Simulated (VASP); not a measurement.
TiCo3, 4 atoms in the cell. Symmetry: Pm-3m, No. 221, cubic system. The conventional cell has a = 3.528 Å, b = 3.528 Å, c = 3.528 Å, α = 90.00°, β = 90.00°, γ = 90.00°. Ti (site symmetry m-3m) has 12 Co at 2.49 Å within 3.3 Å. Within 3.3 Å of Co (site symmetry 4/mmm) lie 4 Ti at 2.49 Å and 8 Co at 2.49 Å. 

```yaml
Program: VASP 6.6.1
Task: single point
Functional: PBEsol
Potentials_or_basis: VASP PAW PBE potentials, release 64 (Ti_sv, Co)
Cutoff: 520 eV
k_mesh: 12 × 12 × 12
Occupations: gaussian, width 0.1 eV
Spin: collinear spin, ferrimagnetic start
Starting_moments: "[-0.33, 1.11, 1.11, 1.11] μB"
Dipole_correction: no
Further_INCAR_settings: ALGO = Normal; EDIFF = 1e-07; NBANDS = 32
```

Potentials or basis: VASP PAW PBE potentials, release 64 (Ti_sv, Co).

Run with:

```bash
$ cat potpaw_PBE.64/Ti_sv/POTCAR potpaw_PBE.64/Co/POTCAR > POTCAR
$ mpirun -np 1 vasp_std > vasp.out
```

Hardware: 1 thread of Intel(R) Xeon(R) Platinum 8375C CPU @ 2.90GHz (Ice Lake), with other jobs on the host.

**Question.** How long does it take, and how much memory?

**Answer.** It took 3.7 min on 1 thread of Intel(R) Xeon(R) Platinum 8375C CPU @ 2.90GHz (Ice Lake), on a shared host, peak memory 0.29 GiB. Counts: scf iterations 21, k points 84.
